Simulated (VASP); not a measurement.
# VSi7O16 (a cell with a defect) in VASP: single point with PBE

Aim: the single point of VSi7O16 (a cell with a defect) with PBE.

Program: VASP 6.6.1. These are calculated values, not measurements. Logs are shortened: lines on timing, memory, paths and dates and some standing lists are left out, and cuts for length are marked.

### Step 1. The cell of the first run

The cell holds a defect, 24 atoms: a = 8.562 Å, b = 8.562 Å, c = 7.046 Å, α = 65.70°, β = 65.70°, γ = 48.59°.

### Step 2. Single point, PBE

File INCAR:

```
SYSTEM = VSi7O16
  ALGO = Normal
  EDIFF = 1E-6
  ENCUT = 520
  GGA = PE
  ISIF = 2
  ISMEAR = -1
  LASPH = .TRUE.
  LCHARG = .FALSE.
  LREAL = Auto
  LWAVE = .FALSE.
  NBANDS = 86
  NELECT = 136.0
  NELM = 80
  PREC = Accurate
  SIGMA = 0.01
```

File KPOINTS:

```
k-points
0
G
  3 3 3
  0 0 0
```

File POSCAR:

```
VSi7O16
1.0
    0.0000000000      4.9820000000      6.9630000000
    4.9820000000      0.0000000000      6.9630000000
    4.9820000000      4.9820000000      0.0000000000
V Si O
1 7 16
Direct
    0.0000000000      0.0000000000      0.3081523961
    0.5000000000      0.5000000000      0.8106725438
    0.4509252865      0.8105038918      0.3786608790
    0.9239776520      0.3294891085      0.8601623558
    0.2508640974      0.2490959382      0.4419383993
    0.7491359026      0.7509040618      0.9418984349
    0.0760223480      0.6705108915      0.1136291163
    0.5490747135      0.1894961082      0.6400900574
    0.0322196473      0.1596153719      0.0744564554
    0.5446827141      0.6437293261      0.5891529905
    0.4054791305      0.0345731825      0.3465355740
    0.8865473620      0.5486015525      0.8315373471
    0.3909407180      0.2905861369      0.4880755587
    0.9092121313      0.7788444492      0.9688253451
    0.2910191623      0.6504474659      0.9729040674
    0.7774466861      0.1498331905      0.4840214570
    0.1134526380      0.4513984475      0.2666862616
    0.5945208695      0.9654268175      0.7865878870
    0.0907878687      0.2211555508      0.6568819256
    0.6090592820      0.7094138631      0.1696024136
    0.2225533139      0.8501668095      0.4113013336
    0.7089808377      0.3495525341      0.9143706956
    0.4553172859      0.3562706739      0.7775650306
    0.9677803527      0.8403846281      0.2662914746
```

Potentials or basis: VASP PAW PBE potentials, release 64 (V_sv, Si, O).

Launch:

```bash
> cat potpaw_PBE.64/V_sv/POTCAR potpaw_PBE.64/Si/POTCAR potpaw_PBE.64/O/POTCAR > POTCAR
> mpirun -np 1 vasp_std > vasp.out
```

OUTCAR:

```text
SYSTEM = VSi7O16
   EDIFF = 1E-6
   ENCUT = 520
   GGA = PE
   ISIF = 2
   ISMEAR = -1
   LASPH = .TRUE.
   LREAL = Auto
   NELECT = 136.0
   NELM = 80
   PREC = Accurate

 ion  position               nearest neighbor table
   1  0.000  0.000  0.308-   9 1.71  24 1.71  16 1.72  21 1.72
   2  0.500  0.500  0.811-  22 1.63  15 1.63  10 1.63  23 1.63   7 3.01   4 3.01   8 3.07   3 3.07

   3  0.451  0.811  0.379-  10 1.61  20 1.62  11 1.62  21 1.68   6 3.06   2 3.07   5 3.08
   4  0.924  0.329  0.860-  19 1.62  12 1.62  22 1.62   9 1.68   2 3.01   5 3.05   6 3.07
   5  0.251  0.249  0.442-  11 1.63  17 1.63  13 1.63  19 1.63   4 3.05   8 3.06   7 3.07   3 3.08

   6  0.749  0.751  0.942-  18 1.63  12 1.63  20 1.63  14 1.63   7 3.05   3 3.06   4 3.07   8 3.08

   7  0.076  0.671  0.114-  14 1.62  17 1.62  15 1.62  24 1.68   2 3.01   6 3.05   5 3.07
   8  0.549  0.189  0.640-  23 1.61  13 1.62  18 1.62  16 1.68   5 3.06   2 3.07   6 3.08
   9  0.032  0.160  0.074-   4 1.68   1 1.71
  10  0.545  0.644  0.589-   3 1.61   2 1.63
  11  0.405  0.035  0.347-   3 1.62   5 1.63
  12  0.887  0.549  0.832-   4 1.62   6 1.63
  13  0.391  0.291  0.488-   8 1.62   5 1.63
  14  0.909  0.779  0.969-   7 1.62   6 1.63
[... 8 lines left out ...]
  23  0.455  0.356  0.778-   8 1.61   2 1.63
  24  0.968  0.840  0.266-   7 1.68   1 1.71

  LATTYP: Found a body centered tetragonal cell.
 ALAT       =     7.0456119677
 C/A-ratio  =     1.9765493847

  Lattice vectors:

 A1 = (  -4.9820000000,   0.0000000000,   6.9630000000)
 A2 = (   4.9820000000,   0.0000000000,   6.9630000000)
 A3 = (   0.0000000000,   4.9820000000,  -6.9630000000)

Analysis of symmetry for initial positions (statically):
=====================================================================
 Subroutine PRICEL returns:
 Original cell was already a primitive cell.

 Routine SETGRP: Setting up the symmetry group for a
 body centered tetragonal supercell.

 Subroutine GETGRP returns: Found  2 space group operations
 (whereof  2 operations were pure point group operations)
 out of a pool of 16 trial point group operations.

The static configuration has the point symmetry C_2 .

Analysis of symmetry for dynamics (positions and initial velocities):
=====================================================================
 Subroutine PRICEL returns:
 Original cell was already a primitive cell.

 Routine SETGRP: Setting up the symmetry group for a
 body centered tetragonal supercell.

 Subroutine GETGRP returns: Found  2 space group operations
 (whereof  2 operations were pure point group operations)
 out of a pool of 16 trial point group operations.

The dynamic configuration has the point symmetry C_2 .

 Subroutine INISYM returns: Found  2 space group operations
 (whereof  2 operations are pure point group operations),
 and found     1 'primitive' translations

----------------------------------------------------------------------------------------

                                     Primitive cell

  volume of cell :     345.6478

  direct lattice vectors                    reciprocal lattice vectors
     0.000000000  4.982000000  6.963000000    -0.100361301  0.100361301  0.071808129
     4.982000000  0.000000000  6.963000000     0.100361301 -0.100361301  0.071808129
     4.982000000  4.982000000  0.000000000     0.100361301  0.100361301 -0.071808129

  length of vectors
     8.561757588  8.561757588  7.045611968     0.159063474  0.159063474  0.159063474

  position of ions in fractional coordinates (direct lattice)
     0.000000000  0.000000000  0.308152396
     0.500000000  0.500000000  0.810672544
     0.450925287  0.810503892  0.378660879
     0.923977652  0.329489108  0.860162356
     0.250864097  0.249095938  0.441938399
     0.749135903  0.750904062  0.941898435
[... 16 lines left out ...]
     0.455317286  0.356270674  0.777565031
     0.967780353  0.840384628  0.266291475

  ion indices of the primitive-cell ions
   primitive index   ion index
                 1           1
                 2           2
                 3           3
                 4           4
                 5           5
                 6           6
[... 16 lines left out ...]
                23          23
                24          24

----------------------------------------------------------------------------------------

 KPOINTS: k-points

Automatic generation of k-mesh.
 Grid dimensions read from file:
 generate k-points for:    3    3    3

 Generating k-lattice:

  Cartesian coordinates                     Fractional coordinates (reciprocal lattice)
    -0.033453767  0.033453767  0.023936043     0.333333333  0.000000000  0.000000000
     0.033453767 -0.033453767  0.023936043     0.000000000  0.333333333  0.000000000
     0.033453767  0.033453767 -0.023936043     0.000000000  0.000000000  0.333333333

  Length of vectors
     0.053021158  0.053021158  0.053021158

  Shift w.r.t. Gamma in fractional coordinates (k-lattice)
     0.000000000  0.000000000  0.000000000

 Subroutine IBZKPT returns following result:
 ===========================================

 Found     10 irreducible k-points:

 Following reciprocal coordinates:
            Coordinates               Weight
  0.000000  0.000000  0.000000      1.000000
  0.333333  0.000000  0.000000      2.000000
  0.000000  0.000000 -0.333333      4.000000
  0.000000  0.333333  0.000000      2.000000
  0.333333  0.333333  0.000000      2.000000
 -0.333333  0.333333  0.000000      2.000000
  0.333333  0.333333 -0.333333      2.000000
  0.333333  0.000000  0.333333      4.000000
 -0.333333  0.000000  0.333333      4.000000
  0.000000 -0.333333  0.333333      4.000000
   k-points           NKPTS =     10   k-points in BZ     NKDIM =     10   number of bands    NBANDS=     86
   number of dos      NEDOS =    301   number of ions     NIONS =     24
   total plane-waves  NPLWV = 221184
   dimension x,y,z NGX =    64 NGY =   64 NGZ =   54
   dimension x,y,z NGXF=   128 NGYF=  128 NGZF=  108
   ions per type =               1   7  16
   NGX,Y,Z   is equivalent  to a cutoff of  12.43, 12.43, 12.74 a.u.
   NGXF,Y,Z  is equivalent  to a cutoff of  24.85, 24.85, 25.48 a.u.
 SYSTEM =  VSi7O16
   PREC   = accura    normal or accurate (medium, high low for compatibility)
   ISTART =      0    job   : 0-new  1-cont  2-samecut
   ICHARG =      2    charge: 1-file 2-atom 10-const
   ISPIN  =      1    spin polarized calculation?
   LNONCOLLINEAR =      F non collinear calculations
   LSORBIT =      F    spin-orbit coupling
   LASPH  =      T    aspherical Exc in radial PAW
   ENCUT  =  520.0 eV  38.22 Ry    6.18 a.u.  15.92 15.92 13.10*2*pi/ulx,y,z
   NELM   =     80;   NELMIN=  2; NELMDL= -5     # of ELM steps
   EDIFF  = 0.1E-05   stopping-criterion for ELM
   LREAL  =      T    real-space projection
   EDIFFG = 0.1E-04   stopping-criterion for IOM
   NSW    =      0    number of steps for IOM
   IBRION =     -1    ionic relax: 0-MD 1-quasi-New 2-CG
   NFREE  =      0    steps in history (QN), initial steepest desc. (CG)
   ISIF   =      2    stress and relaxation
   ISYM   =      2    0-nonsym 1-usesym 2-fastsym
   POTIM  = 0.5000    time-step for ionic-motion
   TEBEG  =    0.0;   TEEND  =   0.0 temperature during run
   PSTRESS=    0.0 pullay stress
   NELECT =     136.0000    total number of electrons
   NUPDOWN=      -1.0000    fix difference up-down
   EMIN   =  10.00;   EMAX   =-10.00  energy-range for DOS
   EFERMI =   0.00;   METHOD = LEGACY
   ISMEAR =    -1;   SIGMA  =   0.01  broadening in eV -4-tet -1-fermi 0-gaus
   EFERMI_NEDOS =   21; number of points for ismear=-14 and -15
   IALGO  =     38    algorithm
   IMIX   =      4    mixing-type and parameters
     AMIX     =   0.40;   BMIX     =  1.00
     AMIX_MAG =   1.60;   BMIX_MAG =  1.00
  volume/ion in A,a.u.               =      14.40        97.19
  Fermi-wavevector in a.u.,A,eV,Ry     =   1.199619  2.266950 19.579937  1.439085
  Thomas-Fermi vector in A             =   2.335476
   LORBIT       =      0    0 simple, 1 ext, 2 COOP (PROOUT), +10 PAW based schemes
   GGA     = PE    functional components
   LHFCALC =     F    Hartree Fock is set to
   AEXX    =    0.0000 exact exchange contribution
   IVDW    =     0    specifies the selected vdW correction
   LEPSILON=     F    determine dielectric tensor
   LRPA    =     F    only Hartree local field effects (RPA)
 non-spin polarized calculation
  energy-cutoff  :      520.00
  volume of cell :      345.65
 maximum number of plane-waves:      9331
   NGX = 31   NGY = 31   NGZ = 27

 number of electron     136.0000005 magnetization

 Free energy of the ion-electron system (eV)
  ---------------------------------------------------
  ext. energy  EPLUGINS =         0.00000000
  ---------------------------------------------------
  free energy    TOTEN  =      -194.07569963 eV

  energy without entropy =     -194.07569963  energy(sigma->0) =     -194.07569963

 E-fermi :   0.3521     XC(G=0):  -8.4849

 val. band max:        0.0032404379   @ k =   0.0000   0.0000   0.0000
 cond. band min:       2.7224054352   @ k =   0.0000   0.0000  -0.3333
 fundamental gap:      2.7191649973
 Fermi energy:         0.3520561610

 k-point     1 :       0.0000    0.0000    0.0000
  band No.  band energies     occupation
      1     -64.5617      2.00000
      2     -38.5346      2.00000
      3     -38.4584      2.00000
      4     -38.4489      2.00000
      5     -19.1350      2.00000
      6     -18.3442      2.00000
[... 72 lines left out ...]
     79       9.3322      0.00000
     80       9.4531      0.00000

 k-point     2 :       0.3333    0.0000    0.0000
  band No.  band energies     occupation
      1     -64.5617      2.00000
      2     -38.5346      2.00000
      3     -38.4584      2.00000
      4     -38.4489      2.00000
      5     -19.0136      2.00000
      6     -18.6680      2.00000
[... 72 lines left out ...]
     79       9.2983      0.00000
     80       9.4855      0.00000
[... 579 lines left out ...]
     79       9.2096      0.00000
     80       9.4894      0.00000

 k-point    10 :       0.0000   -0.3333    0.3333
  band No.  band energies     occupation
      1     -64.5617      2.00000
      2     -38.5346      2.00000
      3     -38.4584      2.00000
      4     -38.4489      2.00000
      5     -18.8882      2.00000
      6     -18.7195      2.00000
[... 72 lines left out ...]
     79       9.3897      0.00000
     80       9.5181      0.00000
 [bands above 80 left out]

------------------------ aborting loop because EDIFF is reached ----------------------------------------

  FORCE on cell =-STRESS in cart. coord.  units (eV):
  Direction    XX          YY          ZZ          XY          YZ          ZX
  --------------------------------------------------------------------------------------
  -------------------------------------------------------------------------------------
  Total       -2.8556452     -2.8556452     -4.4763120     -0.0160343      0.3611338     -0.3611391
  in kB      -13.2367387    -13.2367387    -20.7489965     -0.0743237      1.6739592     -1.6739836
  external PRESSURE =     -15.7408246 kB  Pullay stress =       0.0000000 kB

 VOLUME and BASIS-vectors are now :
 -----------------------------------------------------------------------------
  energy-cutoff  :      520.00
  volume of cell :      345.65
      direct lattice vectors                 reciprocal lattice vectors
     0.000000000  4.982000000  6.963000000    -0.100361301  0.100361301  0.071808129
     4.982000000  0.000000000  6.963000000     0.100361301 -0.100361301  0.071808129
     4.982000000  4.982000000  0.000000000     0.100361301  0.100361301 -0.071808129

 POSITION                                       TOTAL-FORCE (eV/Angst)
 -----------------------------------------------------------------------------------
      1.53522      1.53522      0.00000         0.018668      0.018668      0.000000
      6.52977      6.52977      6.96300         0.016337      0.016337      0.000000
      5.92442      4.13300      8.78333        -0.013407      0.009667     -0.006461
      5.92684      8.88859      8.72789        -0.012965      0.025645     -0.006819
      3.44273      3.45154      3.48122        -0.020147     -0.020577      0.002280
      8.43354      8.42473     10.44478        -0.020577     -0.020147     -0.002280
[... 16 lines left out ...]
      5.64877      6.14222      5.65109         0.005449      0.002903      0.009478
      5.51346      6.14815     12.59025        -0.064909     -0.022133     -0.084030
 -----------------------------------------------------------------------------------
    total drift:                               -0.021863     -0.021892     -0.000032

  FREE ENERGIE OF THE ION-ELECTRON SYSTEM (eV)
  ---------------------------------------------------
  free  energy   TOTEN  =      -194.0756996308 eV

  energy  without entropy=     -194.0756996308  energy(sigma->0) =     -194.07569963
```

Run time: 7.3 min. Hardware: 1 thread of Intel Xeon Platinum 8488C (Sapphire Rapids), shared host; peak memory 0.58 GiB.

Results:

```
Free energy   : -194.0757 eV
Largest force : 0.108 eV/Å
```

Forces in eV/Å, atoms in the order of the input:
```
V    0.019  0.019  0.000
Si   0.016  0.016  0.000
Si  -0.013  0.010 -0.006
Si  -0.013  0.026 -0.007
Si  -0.020 -0.021  0.002
Si  -0.021 -0.020 -0.002
Si   0.026 -0.013  0.007
Si   0.010 -0.013  0.006
O   -0.022 -0.065  0.084
O    0.003  0.005 -0.009
O    0.004 -0.001 -0.003
O    0.006  0.003  0.000
O   -0.002 -0.007 -0.007
O    0.001 -0.006 -0.005
O   -0.001  0.000  0.005
O    0.093 -0.014 -0.034
O    0.003  0.006  0.000
O   -0.001  0.004  0.003
O   -0.006  0.001  0.005
O   -0.007 -0.002  0.007
O   -0.014  0.093  0.034
O    0.000 -0.001 -0.005
O    0.005  0.003  0.009
O   -0.065 -0.022 -0.084
```

Caveat: the cell carries a net charge on a neutralising background, which shifts energy and pressure; the cell is charged against a uniform background, so pressure and absolute levels hang on convention.
